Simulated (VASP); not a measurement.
# AlGa3N4 (Cmm2) in VASP: further runs

The runs below take AlGa3N4 through single point, with r2SCAN.

All numbers are computed with VASP 6.6.1; they aren't measurements. Logs are shortened: lines on timing, memory, paths and dates and some standing lists are left out, and cuts for length are marked.

### 1 The cell of the first run

It takes space group Cmm2 (No. 35, orthorhombic). The conventional cell has a = 6.315 Å, b = 6.315 Å, c = 10.431 Å, α = 90.00°, β = 90.00°, γ = 90.00°. Al (site symmetry mm2) has 4 N at 1.89 Å within 2.5 Å. Within 2.5 Å of Al (site symmetry mm2) lie 4 N at 1.89 Å. Within 2.6 Å of Ga (site symmetry 2) lie 2 N at 1.95 Å. Ga (site symmetry 2) has 4 N at 1.95 Å within 2.6 Å. Ga (site symmetry mm2) has 4 N at 1.95 Å within 2.6 Å. Within 2.6 Å of Ga (site symmetry mm2) lie 4 N at 1.95 Å. N (site symmetry m) has 1 Al at 1.89 Å and 3 Ga at 1.95 Å within 2.5 Å. N (site symmetry m) has 1 Al at 1.89 Å and 3 Ga at 1.95 Å within 2.5 Å.

### 2 Single point, r2SCAN

Contents of POSCAR:

```
AlGa3N4
1.0
    0.0000000000     -4.4653444451      0.0000000000
    0.0000000000      0.0000000000     -4.4653444451
   10.4306888901      0.0000000000      0.0000000000
Al Ga N
2 6 8
Direct
    0.0000000000      0.0000000000      0.6968131472
    0.0000000000      0.0000000000      0.2687163559
    0.5000000000      0.0000000000      0.0546679603
    0.5000000000      0.0000000000      0.4827647516
    0.0000000000      0.5000000000      0.0546679603
    0.0000000000      0.5000000000      0.4827647516
    0.5000000000      0.5000000000      0.6968131472
    0.5000000000      0.5000000000      0.2687163559
    0.2446489449      0.7553510551      0.1639829276
    0.2446489449      0.7553510551      0.5920797189
    0.7553510551      0.2446489449      0.1639829276
    0.7553510551      0.2446489449      0.5920797189
    0.2446489449      0.2446489449      0.8015465756
    0.2446489449      0.2446489449      0.3734497843
    0.7553510551      0.7553510551      0.8015465756
    0.7553510551      0.7553510551      0.3734497843
```

Contents of INCAR.step1:

```
SYSTEM = AlGa3N4
  ALGO = Normal
  EDIFF = 1E-4
  ENCUT = 520
  GGA = PE
  ISMEAR = 0
  LASPH = .TRUE.
  LCHARG = .FALSE.
  LREAL = Auto
  LWAVE = .TRUE.
  NBANDS = 76
  NELM = 80
  PREC = Accurate
  SIGMA = 0.05
```

Contents of INCAR.step2:

```
SYSTEM = AlGa3N4
  ALGO = Normal
  EDIFF = 1E-6
  ENCUT = 520
  ISIF = 2
  ISMEAR = 0
  ISTART = 1
  LASPH = .TRUE.
  LCHARG = .FALSE.
  LMIXTAU = .TRUE.
  LREAL = Auto
  LWAVE = .FALSE.
  METAGGA = R2SCAN
  NBANDS = 76
  NELM = 80
  PREC = Accurate
  SIGMA = 0.05
```

Contents of KPOINTS:

```
k-points
0
G
  5 5 3
  0 0 0
```

Potentials or basis: VASP PAW PBE potentials, release 64 (Al, Ga_d, N).

Started as:

```console
$ cat potpaw_PBE.64/Al/POTCAR potpaw_PBE.64/Ga_d/POTCAR potpaw_PBE.64/N/POTCAR > POTCAR
$ cp INCAR.step1 INCAR
$ mpirun -np 1 vasp_std > vasp.out
$ cp INCAR.step2 INCAR
$ mpirun -np 1 vasp_std > vasp.out
```

OUTCAR:

```text
SYSTEM = AlGa3N4
   EDIFF = 1E-6
   ENCUT = 520
   ISIF = 2
   ISMEAR = 0
   ISTART = 1
   LASPH = .TRUE.
   LREAL = Auto
   METAGGA = R2SCAN
   NELM = 80
   PREC = Accurate

 ion  position               nearest neighbor table
   1  0.000  0.000  0.697-  10 1.89  12 1.89  13 1.89  15 1.89
   2  0.000  0.000  0.269-   9 1.89  11 1.89  14 1.89  16 1.89
   3  0.500  0.000  0.055-   9 1.95  11 1.95
   4  0.500  0.000  0.483-  10 1.95  12 1.95  14 1.95  16 1.95
   5  0.000  0.500  0.055-   9 1.95  11 1.95
   6  0.000  0.500  0.483-  10 1.95  12 1.95  14 1.95  16 1.95
   7  0.500  0.500  0.697-  10 1.95  12 1.95  13 1.95  15 1.95
   8  0.500  0.500  0.269-   9 1.95  11 1.95  14 1.95  16 1.95
   9  0.245  0.755  0.164-   2 1.89   3 1.95   5 1.95   8 1.95
  10  0.245  0.755  0.592-   1 1.89   4 1.95   6 1.95   7 1.95
  11  0.755  0.245  0.164-   2 1.89   3 1.95   5 1.95   8 1.95
  12  0.755  0.245  0.592-   1 1.89   4 1.95   6 1.95   7 1.95
  13  0.245  0.245  0.802-   1 1.89   7 1.95
  14  0.245  0.245  0.373-   2 1.89   4 1.95   6 1.95   8 1.95
  15  0.755  0.755  0.802-   1 1.89   7 1.95
  16  0.755  0.755  0.373-   2 1.89   4 1.95   6 1.95   8 1.95

  LATTYP: Found a simple tetragonal cell.
 ALAT       =     4.4653444451
 C/A-ratio  =     2.3359203346

  Lattice vectors:

 A1 = (   0.0000000000,  -4.4653444451,   0.0000000000)
 A2 = (   0.0000000000,   0.0000000000,  -4.4653444451)
 A3 = (  10.4306888901,   0.0000000000,   0.0000000000)

Analysis of symmetry for initial positions (statically):
=====================================================================
 Subroutine PRICEL returns:
 Original cell was already a primitive cell.

 Routine SETGRP: Setting up the symmetry group for a
 simple tetragonal supercell.

 Subroutine GETGRP returns: Found  4 space group operations
 (whereof  4 operations were pure point group operations)
 out of a pool of 16 trial point group operations.

The static configuration has the point symmetry C_2v.

Analysis of symmetry for dynamics (positions and initial velocities):
=====================================================================
 Subroutine PRICEL returns:
 Original cell was already a primitive cell.

 Routine SETGRP: Setting up the symmetry group for a
 simple tetragonal supercell.

 Subroutine GETGRP returns: Found  4 space group operations
 (whereof  4 operations were pure point group operations)
 out of a pool of 16 trial point group operations.

The dynamic configuration has the point symmetry C_2v.

 Subroutine INISYM returns: Found  4 space group operations
 (whereof  4 operations are pure point group operations),
 and found     1 'primitive' translations

----------------------------------------------------------------------------------------

                                     Primitive cell

  volume of cell :     207.9806

  direct lattice vectors                    reciprocal lattice vectors
     0.000000000 -4.465344445  0.000000000     0.000000000 -0.223946890  0.000000000
     0.000000000  0.000000000 -4.465344445     0.000000000  0.000000000 -0.223946890
    10.430688890  0.000000000  0.000000000     0.095870945  0.000000000  0.000000000

  length of vectors
     4.465344445  4.465344445 10.430688890     0.223946890  0.223946890  0.095870945

  position of ions in fractional coordinates (direct lattice)
     0.000000000  0.000000000  0.696813147
     0.000000000  0.000000000  0.268716356
     0.500000000  0.000000000  0.054667960
     0.500000000  0.000000000  0.482764752
     0.000000000  0.500000000  0.054667960
     0.000000000  0.500000000  0.482764752
[... 8 lines left out ...]
     0.755351055  0.755351055  0.801546576
     0.755351055  0.755351055  0.373449784

  ion indices of the primitive-cell ions
   primitive index   ion index
                 1           1
                 2           2
                 3           3
                 4           4
                 5           5
                 6           6
[... 8 lines left out ...]
                15          15
                16          16

----------------------------------------------------------------------------------------

 KPOINTS: k-points

Automatic generation of k-mesh.
 Grid dimensions read from file:
 generate k-points for:    5    5    3

 Generating k-lattice:

  Cartesian coordinates                     Fractional coordinates (reciprocal lattice)
     0.000000000 -0.044789378  0.000000000     0.200000000  0.000000000  0.000000000
     0.000000000  0.000000000 -0.044789378     0.000000000  0.200000000  0.000000000
     0.031956982  0.000000000  0.000000000     0.000000000  0.000000000  0.333333333

  Length of vectors
     0.044789378  0.044789378  0.031956982

  Shift w.r.t. Gamma in fractional coordinates (k-lattice)
     0.000000000  0.000000000  0.000000000

 Subroutine IBZKPT returns following result:
 ===========================================

 Found     18 irreducible k-points:

 Following reciprocal coordinates:
            Coordinates               Weight
  0.000000  0.000000  0.000000      1.000000
  0.200000  0.000000  0.000000      4.000000
  0.400000  0.000000  0.000000      4.000000
  0.200000  0.200000  0.000000      2.000000
 -0.200000  0.200000  0.000000      2.000000
  0.400000  0.200000  0.000000      4.000000
[... 10 lines left out ...]
  0.400000  0.400000  0.333333      4.000000
 -0.400000  0.400000  0.333333      4.000000
   k-points           NKPTS =     18   k-points in BZ     NKDIM =     18   number of bands    NBANDS=     76
   number of dos      NEDOS =    301   number of ions     NIONS =     16
   total plane-waves  NPLWV = 103680
   dimension x,y,z NGX =    36 NGY =   36 NGZ =   80
   dimension x,y,z NGXF=    72 NGYF=   72 NGZF=  160
   ions per type =               2   6   8
   NGX,Y,Z   is equivalent  to a cutoff of  13.40, 13.40, 12.75 a.u.
   NGXF,Y,Z  is equivalent  to a cutoff of  26.81, 26.81, 25.50 a.u.
 SYSTEM =  AlGa3N4
   PREC   = accura    normal or accurate (medium, high low for compatibility)
   ISTART =      1    job   : 0-new  1-cont  2-samecut
   ICHARG =      0    charge: 1-file 2-atom 10-const
   ISPIN  =      1    spin polarized calculation?
   LNONCOLLINEAR =      F non collinear calculations
   LSORBIT =      F    spin-orbit coupling
   LASPH  =      T    aspherical Exc in radial PAW
   ENCUT  =  520.0 eV  38.22 Ry    6.18 a.u.   8.30  8.30 19.39*2*pi/ulx,y,z
   NELM   =     80;   NELMIN=  2; NELMDL=  0     # of ELM steps
   EDIFF  = 0.1E-05   stopping-criterion for ELM
   LREAL  =      T    real-space projection
   EDIFFG = 0.1E-04   stopping-criterion for IOM
   NSW    =      0    number of steps for IOM
   IBRION =     -1    ionic relax: 0-MD 1-quasi-New 2-CG
   NFREE  =      0    steps in history (QN), initial steepest desc. (CG)
   ISIF   =      2    stress and relaxation
   ISYM   =      2    0-nonsym 1-usesym 2-fastsym
   POTIM  = 0.5000    time-step for ionic-motion
   TEBEG  =    0.0;   TEEND  =   0.0 temperature during run
   PSTRESS=    0.0 pullay stress
   NELECT =     124.0000    total number of electrons
   NUPDOWN=      -1.0000    fix difference up-down
   EMIN   =  10.00;   EMAX   =-10.00  energy-range for DOS
   EFERMI =   0.00;   METHOD = LEGACY
   ISMEAR =     0;   SIGMA  =   0.05  broadening in eV -4-tet -1-fermi 0-gaus
   EFERMI_NEDOS =   21; number of points for ismear=-14 and -15
   IALGO  =     38    algorithm
   IMIX   =      4    mixing-type and parameters
     AMIX     =   0.40;   BMIX     =  1.00
     AMIX_MAG =   1.60;   BMIX_MAG =  1.00
  volume/ion in A,a.u.               =      13.00        87.72
  Fermi-wavevector in a.u.,A,eV,Ry     =   1.377868  2.603794 25.830952  1.898521
  Thomas-Fermi vector in A             =   2.502982
   LORBIT       =      0    0 simple, 1 ext, 2 COOP (PROOUT), +10 PAW based schemes
   METAGGA = R2SCAN    functional components
   LHFCALC =     F    Hartree Fock is set to
   AEXX    =    0.0000 exact exchange contribution
   IVDW    =     0    specifies the selected vdW correction
   LEPSILON=     F    determine dielectric tensor
   LRPA    =     F    only Hartree local field effects (RPA)
 non-spin polarized calculation
 Gauss-broadening in eV      SIGMA  =   0.05
  energy-cutoff  :      520.00
  volume of cell :      207.98
 maximum number of plane-waves:      5627
 NGX is ok and might be reduce to    36
   NGX = 17   NGY = 17   NGZ = 39

 number of electron     123.9999956 magnetization

 Free energy of the ion-electron system (eV)
  ---------------------------------------------------
  ext. energy  EPLUGINS =         0.00000000
  ---------------------------------------------------
  free energy    TOTEN  =      -159.74076038 eV

  energy without entropy =     -159.72997654  energy(sigma->0) =     -159.73536846

 E-fermi :   5.0855     XC(G=0): -11.4608

 val. band max:        5.0793224597   @ k =   0.4000   0.4000   0.0000
 cond. band min:       5.0959731587   @ k =   0.2000   0.0000   0.3333
 fundamental gap:      0.0166506990
 Fermi energy:         5.0854769774

 k-point     1 :       0.0000    0.0000    0.0000
  band No.  band energies     occupation
      1     -13.3741      2.00000
      2     -12.5718      2.00000
      3     -12.4568      2.00000
      4     -11.8581      2.00000
      5     -11.7763      2.00000
      6     -11.2720      2.00000
[... 66 lines left out ...]
     73      11.1755      0.00000
     74      11.4379      0.00000

 k-point     2 :       0.2000    0.0000    0.0000
  band No.  band energies     occupation
      1     -13.2635      2.00000
      2     -12.6113      2.00000
      3     -12.3835      2.00000
      4     -11.8968      2.00000
      5     -11.7281      2.00000
      6     -11.3068      2.00000
[... 66 lines left out ...]
     73      11.3575      0.00000
     74      11.4781      0.00000

 k-point     3 :       0.4000    0.0000    0.0000
  band No.  band energies     occupation
      1     -13.0088      2.00000
      2     -12.7410      2.00000
      3     -12.2114      2.00000
      4     -12.0120      2.00000
      5     -11.5999      2.00000
      6     -11.4135      2.00000
[... 1144 lines left out ...]
     73      11.7850      0.00000
     74      11.8536      0.00000

 k-point    18 :      -0.4000    0.4000    0.3333
  band No.  band energies     occupation
      1     -12.8632      2.00000
      2     -12.7835      2.00000
      3     -12.1315      2.00000
      4     -12.0513      2.00000
      5     -11.5379      2.00000
      6     -11.4655      2.00000
[... 66 lines left out ...]
     73      11.5920      0.00000
     74      11.8086      0.00000
 [bands above 74 left out]

------------------------ aborting loop because EDIFF is reached ----------------------------------------

  FORCE on cell =-STRESS in cart. coord.  units (eV):
  Direction    XX          YY          ZZ          XY          YZ          ZX
  --------------------------------------------------------------------------------------
  -------------------------------------------------------------------------------------
  Total      -11.3834855     -0.1855285     -0.1855285      0.0000000      2.1294576      0.0000000
  in kB      -87.6925947     -1.4292177     -1.4292177      0.0000000     16.4042609      0.0000000
  external PRESSURE =     -30.1836767 kB  Pullay stress =       0.0000000 kB

 VOLUME and BASIS-vectors are now :
 -----------------------------------------------------------------------------
  energy-cutoff  :      520.00
  volume of cell :      207.98
      direct lattice vectors                 reciprocal lattice vectors
     0.000000000 -4.465344445  0.000000000     0.000000000 -0.223946890  0.000000000
     0.000000000  0.000000000 -4.465344445     0.000000000  0.000000000 -0.223946890
    10.430688890  0.000000000  0.000000000     0.095870945  0.000000000  0.000000000

 POSITION                                       TOTAL-FORCE (eV/Angst)
 -----------------------------------------------------------------------------------
      7.26824      0.00000      0.00000         1.915440      0.000000      0.000000
      2.80290      0.00000      0.00000         0.714825      0.000000      0.000000
      0.57022     -2.23267      0.00000        -1.783038      0.000000      0.000000
      5.03557     -2.23267      0.00000         0.749572      0.000000      0.000000
      0.57022      0.00000     -2.23267        -1.783038      0.000000      0.000000
      5.03557      0.00000     -2.23267         0.749572      0.000000      0.000000
[... 8 lines left out ...]
      8.36068     -3.37290     -3.37290         0.483841      0.137630      0.137630
      3.89534     -3.37290     -3.37290        -0.820250     -0.041622     -0.041622
 -----------------------------------------------------------------------------------
    total drift:                                0.006879     -0.000000     -0.000000

  FREE ENERGIE OF THE ION-ELECTRON SYSTEM (eV)
  ---------------------------------------------------
  free  energy   TOTEN  =      -159.7407603833 eV

  energy  without entropy=     -159.7299765444  energy(sigma->0) =     -159.73536846
```

It took 34 min on 1 thread of Intel Xeon Platinum 8259CL at 2.50GHz (Skylake/Cascade Lake), shared host; peak memory 0.43 GiB.

What came out:

```
Free energy            : -159.7408 eV
Pressure               : -3.0 GPa
Largest force          : 2.206 eV/Å
Band gap on the k mesh : zero (band 62 reaches 5.14 eV, above the bottom of band 63 at 4.75 eV)
```

Forces in eV/Å, atoms in the order of the input:
```
Al   1.915  0.000  0.000
Al   0.715  0.000  0.000
Ga  -1.783  0.000  0.000
Ga   0.750  0.000  0.000
Ga  -1.783  0.000  0.000
Ga   0.750  0.000  0.000
Ga   2.206  0.000  0.000
Ga   0.776  0.000  0.000
N   -0.546  0.117 -0.117
N   -0.891  0.046 -0.046
N   -0.546 -0.117  0.117
N   -0.891 -0.046  0.046
N    0.484 -0.138 -0.138
N   -0.820  0.042  0.042
N    0.484  0.138  0.138
N   -0.820 -0.042 -0.042
```

Caveat: the PAW data sets were made with another functional, which shifts forces and pressure a little.

[end of part 1 of 2]
